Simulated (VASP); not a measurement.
Set up this calculation in VASP 6.6.1, as the native input.

```
Task                   : single point
Functional             : PBEsol
Potentials or basis    : VASP PAW PBE potentials, release 64 (Tl_d, Sn_d)
Cutoff                 : 520 eV
k mesh                 : 14 × 14 × 12
Occupations            : gaussian, width 0.15 eV
Spin                   : no spin polarisation
Dipole correction      : no
Further INCAR settings : ALGO = Fast; EDIFF = 1e-07; NBANDS = 20
```

The structure of TlSn lies in POSCAR:

```
TlSn
1.0
    3.5062879694      0.0000000000      0.0000000000
    0.0000000000      3.5062879694      0.0000000000
    0.0000000000      0.0000000000      4.5062500000
Tl Sn
1 1
Direct
    0.0000000000      0.0000000000      0.0000000000
    0.5000000000      0.5000000000      0.5000000000
```

This cell differs from its parent crystal: strain -0.030 along x and y, +0.030 along z.

The input as run:

INCAR

```
PREC = Accurate
ENCUT = 520
EDIFF = 1E-7
ISMEAR = 0
SIGMA = 0.15
LREAL = F
LASPH = T
NELM = 60
ALGO = Fast
ISIF = 2
LWAVE = F
LCHARG = T
GGA = PS
LELF = T
LVHAR = T
NBANDS = 20
```

KPOINTS

```
Automatic mesh
0
Gamma
  14 14 12
```

Potentials or basis: VASP PAW PBE potentials, release 64 (Tl_d, Sn_d).

Run with:

```bash
$ cat potpaw_PBE.64/Tl_d/POTCAR potpaw_PBE.64/Sn_d/POTCAR > POTCAR
$ mpirun -np 1 vasp_std > vasp.out
```

It gave:

| Item | Value |
| --- | --- |
| Pressure | -0.4 GPa |

Caveat: the cell differs from its parent crystal (strain -0.030 along x and y, +0.030 along z); the PAW data sets were made with another functional, which shifts forces and pressure a little.

Run time: 2.2 min on 1 thread of Intel(R) Xeon(R) 6975P-C (Granite Rapids), on a shared host, peak memory 0.38 GiB.
